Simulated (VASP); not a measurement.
Ru: vibrations by perturbation theory with PBE

Crystal: Ru.

```
Ru
1.0
     2.70600    0.00000    0.00000
    -1.35300    2.34346    0.00000
     0.00000    0.00000    4.28200
Ru
2
Direct
  0.33333 0.66667 0.25000
  0.66667 0.33333 0.75000
```

| Quantity | Value |
| --- | --- |
| Program | VASP 6.6.1 |
| Task | vibrations by perturbation theory |
| Functional | PBE |
| Potentials or basis | VASP PAW PBE potentials, release 64 (Ru_pv) |
| Cutoff | 520 eV |
| k mesh | 18 × 18 × 12 |
| Occupations | methfessel-paxton, width 0.2 eV |
| Spin | no spin polarisation |
| Dipole correction | no |
| Further INCAR settings | ALGO = Fast; EDIFF = 1e-08; IBRION = 8; NSW = 1 |

```
Highest phonon frequency at Γ : 265 cm⁻¹
```

Phonon frequencies in cm⁻¹ (negative: imaginary):
```csv
q point,frequencies
"(0.000, 0.000, 0.000)",0 0 0 201 201 265
```

Wall time 11 min on 1 thread of Intel(R) Xeon(R) 6975P-C (Granite Rapids), with other jobs on the host, peak memory 1 GiB.

Caveat: the cell stands under pressure or tension, which shifts response properties.
